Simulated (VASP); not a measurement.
# Bi2Te2Se (R-3m) in VASP: notebook

Runs on Bi2Te2Se. Level: r2SCAN. Tasks: single point.

Program: VASP 6.6.1. These are calculated values, not measurements. Logs are shortened: lines on timing, memory, paths and dates and some standing lists are left out, and cuts for length are marked.

### Step 1. The cell of the first run

Symmetry: R-3m, No. 166, trigonal system. Conventional cell: a = 4.338 Å, b = 4.338 Å, c = 33.483 Å, α = 90.00°, β = 90.00°, γ = 120.00°. Within 4.0 Å of Bi (site symmetry 3m) lie 3 Te at 3.05 Å and 3 Se at 3.12 Å. Te (site symmetry 3m) has 3 Bi at 3.05 Å within 4.0 Å. Se (site symmetry -3m) has 6 Bi at 3.12 Å within 4.1 Å.

### Step 2. Single point, r2SCAN (36.38 Å³/atom)

The input, POSCAR:

```
Bi2Te2Se
1.0
    2.1690342963      1.2522925348     11.1611445222
   -2.1690342963      1.2522925348     11.1611445222
    0.0000000000     -2.5045850697     11.1611445222
Bi Te Se
2 2 1
Direct
    0.6109678206      0.6109678206      0.6109678206
    0.3890321794      0.3890321794      0.3890321794
    0.2254190334      0.2254190334      0.2254190334
    0.7745809666      0.7745809666      0.7745809666
    0.0000000000      0.0000000000      0.0000000000
```

The input, INCAR.step1:

```
PREC = Accurate ; ENCUT = 520
ISMEAR = 0 ; SIGMA = 0.02
LREAL = F ; LASPH = T
NELM = 80 ; NBANDS = 32
GGA = PE ; ALGO = Normal
EDIFF = 1E-4 ; LWAVE = T
LCHARG = F
```

The input, INCAR.step2:

```
PREC = Accurate ; ENCUT = 520
EDIFF = 1E-6 ; ISMEAR = 0
SIGMA = 0.02 ; LREAL = F
LASPH = T ; NELM = 80
ALGO = Normal ; ISIF = 2
LWAVE = F ; LCHARG = F
METAGGA = R2SCAN ; LMIXTAU = T
NBANDS = 32 ; ISTART = 1
```

The input, KPOINTS:

```
regular mesh
0
Gamma
  6 6 6
```

Potentials or basis: VASP PAW PBE potentials, release 64 (Bi_d, Te, Se).

Run with:

```bash
$ cat potpaw_PBE.64/Bi_d/POTCAR potpaw_PBE.64/Te/POTCAR potpaw_PBE.64/Se/POTCAR > POTCAR
$ cp INCAR.step1 INCAR
$ mpirun -np 1 vasp_std > vasp.out
$ cp INCAR.step2 INCAR
$ mpirun -np 1 vasp_std > vasp.out
```

OUTCAR:

```text
PREC = Accurate
   ENCUT = 520
   EDIFF = 1E-6
   ISMEAR = 0
   LREAL = F
   LASPH = T
   NELM = 80
   ISIF = 2
   METAGGA = R2SCAN
   ISTART = 1

 ion  position               nearest neighbor table
   1  0.611  0.611  0.611-   3 3.05   3 3.05   3 3.05   5 3.12   5 3.12   5 3.12
   2  0.389  0.389  0.389-   4 3.05   4 3.05   4 3.05   5 3.12   5 3.12   5 3.12
   3  0.225  0.225  0.225-   1 3.05   1 3.05   1 3.05
   4  0.775  0.775  0.775-   2 3.05   2 3.05   2 3.05
   5  0.000  0.000  0.000-   1 3.12   2 3.12   1 3.12   1 3.12   2 3.12   2 3.12

  LATTYP: Found a trigonal (rhomboedric) cell.
 ALAT       =    11.4387103039
 COS(alpha) =     0.9280867840

  Lattice vectors:

 A1 = (   2.1690342963,   1.2522925348,  11.1611445222)
 A2 = (  -2.1690342963,   1.2522925348,  11.1611445222)
 A3 = (   0.0000000000,  -2.5045850697,  11.1611445222)

Analysis of symmetry for initial positions (statically):
=====================================================================
 Subroutine PRICEL returns:
 Original cell was already a primitive cell.

 Routine SETGRP: Setting up the symmetry group for a
 trigonal (rhombohedral) supercell.

 Subroutine GETGRP returns: Found 12 space group operations
 (whereof 12 operations were pure point group operations)
 out of a pool of 12 trial point group operations.

The static configuration has the point symmetry D_3d.

Analysis of symmetry for dynamics (positions and initial velocities):
=====================================================================
 Subroutine PRICEL returns:
 Original cell was already a primitive cell.

 Routine SETGRP: Setting up the symmetry group for a
 trigonal (rhombohedral) supercell.

 Subroutine GETGRP returns: Found 12 space group operations
 (whereof 12 operations were pure point group operations)
 out of a pool of 12 trial point group operations.

The dynamic configuration has the point symmetry D_3d.

 Subroutine INISYM returns: Found 12 space group operations
 (whereof 12 operations are pure point group operations),
 and found     1 'primitive' translations

----------------------------------------------------------------------------------------

                                     Primitive cell

[... 94 lines left out ...]
   ENCUT  =  520.0 eV  38.22 Ry    6.18 a.u.  21.27 21.27 21.27*2*pi/ulx,y,z
   NELM   =     80;   NELMIN=  2; NELMDL=  0     # of ELM steps
   EDIFF  = 0.1E-05   stopping-criterion for ELM
   LREAL  =      F    real-space projection
   EDIFFG = 0.1E-04   stopping-criterion for IOM
   NSW    =      0    number of steps for IOM
   IBRION =     -1    ionic relax: 0-MD 1-quasi-New 2-CG
   NFREE  =      0    steps in history (QN), initial steepest desc. (CG)
   ISIF   =      2    stress and relaxation
   ISYM   =      2    0-nonsym 1-usesym 2-fastsym
   POTIM  = 0.5000    time-step for ionic-motion
   TEBEG  =    0.0;   TEEND  =   0.0 temperature during run
   PSTRESS=    0.0 pullay stress
   NELECT =      48.0000    total number of electrons
   NUPDOWN=      -1.0000    fix difference up-down
   EMIN   =  10.00;   EMAX   =-10.00  energy-range for DOS
   EFERMI =   0.00;   METHOD = LEGACY
   ISMEAR =     0;   SIGMA  =   0.02  broadening in eV -4-tet -1-fermi 0-gaus
   EFERMI_NEDOS =   21; number of points for ismear=-14 and -15
   IALGO  =     38    algorithm
   IMIX   =      4    mixing-type and parameters
     AMIX     =   0.40;   BMIX     =  1.00
     AMIX_MAG =   1.60;   BMIX_MAG =  1.00
  volume/ion in A,a.u.               =      36.38       245.50
  Fermi-wavevector in a.u.,A,eV,Ry     =   1.050053  1.984312 15.001935  1.102611
  Thomas-Fermi vector in A             =   2.185040
   LORBIT       =      0    0 simple, 1 ext, 2 COOP (PROOUT), +10 PAW based schemes
   METAGGA = R2SCAN    functional components
   LHFCALC =     F    Hartree Fock is set to
   AEXX    =    0.0000 exact exchange contribution
   IVDW    =     0    specifies the selected vdW correction
   LEPSILON=     F    determine dielectric tensor
   LRPA    =     F    only Hartree local field effects (RPA)
 non-spin polarized calculation
 Gauss-broadening in eV      SIGMA  =   0.02
  energy-cutoff  :      520.00
  volume of cell :      181.90
 maximum number of plane-waves:      4932
 NGX is ok and might be reduce to    90
   NGX = 43   NGY = 43   NGZ = 43

 number of electron      48.0000000 magnetization

 Free energy of the ion-electron system (eV)
  ---------------------------------------------------
  ext. energy  EPLUGINS =         0.00000000
  ---------------------------------------------------
  free energy    TOTEN  =      -183.83268174 eV

  energy without entropy =     -183.83268174  energy(sigma->0) =     -183.83268174

 E-fermi :   3.9230     XC(G=0):  -9.1516

 val. band max:        3.7925672194   @ k =   0.5000   0.5000   0.3333
 cond. band min:       4.7544129362   @ k =   0.0000   0.0000   0.0000
 fundamental gap:      0.9618457167
 Fermi energy:         3.9230371091

 k-point     1 :       0.0000    0.0000    0.0000
  band No.  band energies     occupation
      1     -19.5697      2.00000
      2     -19.5697      2.00000
      3     -19.5672      2.00000
      4     -19.5672      2.00000
      5     -19.5573      2.00000
      6     -19.5556      2.00000
[... 829 lines left out ...]
     31       9.0894      0.00000
     32      10.3326      0.00000

 [... further k-points ...]

------------------------ aborting loop because EDIFF is reached ----------------------------------------

  FORCE on cell =-STRESS in cart. coord.  units (eV):
  Direction    XX          YY          ZZ          XY          YZ          ZX
  --------------------------------------------------------------------------------------
  -------------------------------------------------------------------------------------
  Total       -0.5562978     -0.5562978     -0.5136892      0.0000000      0.0000000      0.0000000
  in kB       -4.8998831     -4.8998831     -4.5245856      0.0000000      0.0000000      0.0000000
  external PRESSURE =      -4.7747839 kB  Pullay stress =       0.0000000 kB

 VOLUME and BASIS-vectors are now :
 -----------------------------------------------------------------------------
  energy-cutoff  :      520.00
  volume of cell :      181.90
      direct lattice vectors                 reciprocal lattice vectors
     2.169034296  1.252292535 11.161144522     0.230517332  0.133089244  0.029865515
    -2.169034296  1.252292535 11.161144522    -0.230517332  0.133089244  0.029865515
     0.000000000 -2.504585070 11.161144522     0.000000000 -0.266178488  0.029865515

 POSITION                                       TOTAL-FORCE (eV/Angst)
 -----------------------------------------------------------------------------------
      0.00000     -0.00000     20.45730         0.000000     -0.000000      0.014557
      0.00000     -0.00000     13.02613         0.000000      0.000000     -0.014557
      0.00000     -0.00000      7.54780         0.000000      0.000000     -0.020528
      0.00000     -0.00000     25.93563         0.000000     -0.000000      0.020528
      0.00000      0.00000      0.00000         0.000000     -0.000000     -0.000000
 -----------------------------------------------------------------------------------
    total drift:                               -0.000000      0.000000     -0.000000

  FREE ENERGIE OF THE ION-ELECTRON SYSTEM (eV)
  ---------------------------------------------------
  free  energy   TOTEN  =      -183.8326817401 eV

  energy  without entropy=     -183.8326817401  energy(sigma->0) =     -183.83268174
```

OSZICAR.step1:

```text
N       E                     dE             d eps       ncg     rms          rms(c)
DAV:   1     0.433725086151E+03    0.43373E+03   -0.22099E+04  2048   0.145E+03
DAV:   2     0.267891421603E+02   -0.40694E+03   -0.38949E+03  2184   0.367E+02
DAV:   3    -0.177069271253E+02   -0.44496E+02   -0.42933E+02  2712   0.135E+02
DAV:   4    -0.194952252177E+02   -0.17883E+01   -0.17835E+01  2280   0.291E+01
DAV:   5    -0.195728646950E+02   -0.77639E-01   -0.77633E-01  2992   0.600E+00    0.604E+00
DAV:   6    -0.190612221727E+02    0.51164E+00   -0.69573E-01  2568   0.561E+00    0.445E+00
DAV:   7    -0.190779067221E+02   -0.16685E-01   -0.34913E-01  2600   0.226E+00    0.161E+00
DAV:   8    -0.190782198798E+02   -0.31316E-03   -0.19121E-02  2328   0.105E+00    0.566E-01
DAV:   9    -0.190796103184E+02   -0.13904E-02   -0.53345E-03  2288   0.396E-01    0.108E-01
DAV:  10    -0.190796547636E+02   -0.44445E-04   -0.28996E-04  2272   0.122E-01
   1 F= -.19079655E+02 E0= -.19079655E+02  d E =-.233422E-27
```

It took 53 min on 1 thread of Intel Xeon 6975P-C (Granite Rapids), shared host; peak memory 1.6 GiB.

Results:

```yaml
Free_energy: -183.8327 eV
Pressure: -0.5 GPa
Largest_force: 0.021 eV/Å
Band_gap_on_the_k_mesh: 0.96 eV (least direct gap 1.01 eV)
```

Forces on the atoms (eV/Å):
```
Bi   0.000  0.000  0.015
Bi   0.000  0.000 -0.015
Te   0.000  0.000 -0.021
Te   0.000  0.000  0.021
Se   0.000  0.000  0.000
```

Caveat: the PAW data sets were made with another functional, which shifts forces and pressure a little; spin-orbit coupling is left out, which moves the levels of the heavy elements. A k mesh can miss the band edges.

### Step 3. Single point, r2SCAN (37.75 Å³/atom)

This run uses another cell than the first one, of 37.75 Å³/atom.

The input, POSCAR:

```
Bi2Te2Se
1.0
    2.1677153518      1.2515310419     11.5964185791
   -2.1677153518      1.2515310419     11.5964185791
    0.0000000000     -2.5030620838     11.5964185791
Bi Te Se
2 2 1
Direct
    0.6130214752      0.6130214752      0.6130214752
    0.3869785248      0.3869785248      0.3869785248
    0.2294265808      0.2294265808      0.2294265808
    0.7705734192      0.7705734192      0.7705734192
    0.0000000000      0.0000000000      0.0000000000
```

The input, INCAR.step1:

```
PREC = Accurate
ENCUT = 520
ISMEAR = 0
SIGMA = 0.02
LREAL = F
LASPH = T
NELM = 80
NBANDS = 32
GGA = PE
ALGO = Normal
EDIFF = 1E-4
LWAVE = T
LCHARG = F
```

The input, INCAR.step2:

```
PREC = Accurate
ENCUT = 520
EDIFF = 1E-6
ISMEAR = 0
SIGMA = 0.02
LREAL = F
LASPH = T
NELM = 80
ALGO = Normal
ISIF = 2
LWAVE = F
LCHARG = F
METAGGA = R2SCAN
LMIXTAU = T
NBANDS = 32
ISTART = 1
```

The input, KPOINTS:

```
Automatic mesh
0
Gamma
  6 6 6
```

Potentials or basis: VASP PAW PBE potentials, release 64 (Bi_d, Te, Se).

Run with:

```bash
$ cat potpaw_PBE.64/Bi_d/POTCAR potpaw_PBE.64/Te/POTCAR potpaw_PBE.64/Se/POTCAR > POTCAR
$ cp INCAR.step1 INCAR
$ mpirun -np 1 vasp_std > vasp.out
$ cp INCAR.step2 INCAR
$ mpirun -np 1 vasp_std > vasp.out
```

Run time: 60 min. Hardware: 1 thread of Intel Xeon 6975P-C (Granite Rapids), shared host; peak memory 1.6 GiB.

The run converged. Its results:

* Free energy: -183.8118 eV
* Pressure: -0.4 GPa
* Largest force: 0.016 eV/Å
* Band gap on the k mesh: 1.05 eV (least direct gap 1.18 eV)

Forces in eV/Å, atoms in the order of the input:
```
Bi   0.000  0.000  0.014
Bi   0.000  0.000 -0.014
Te   0.000  0.000 -0.016
Te   0.000  0.000  0.016
Se   0.000  0.000  0.000
```

Levels at points of the mesh, in eV from the valence-band top:
| k point | band 21 | band 22 | band 23 | band 24 | band 25 | band 26 | band 27 | band 28 |
| --- | --- | --- | --- | --- | --- | --- | --- | --- |
| (0.00, 0.00, 0.00) | -0.78 | -0.45 | -0.45 | -0.13 | 1.05 | 1.90 | 1.90 | 2.70 |
| (0.50, 0.00, 0.00) | -1.91 | -1.06 | -0.69 | -0.53 | 1.78 | 2.67 | 3.05 | 3.65 |
| (0.50, 0.50, 0.00) | -1.71 | -0.90 | -0.78 | -0.73 | 2.00 | 2.56 | 2.77 | 3.57 |
| (0.50, 0.50, 0.50) | -0.60 | -0.56 | -0.46 | -0.46 | 1.17 | 1.93 | 1.93 | 2.66 |

Caveat: the PAW data sets were made with another functional, which shifts forces and pressure a little; spin-orbit coupling is left out, which moves the levels of the heavy elements.
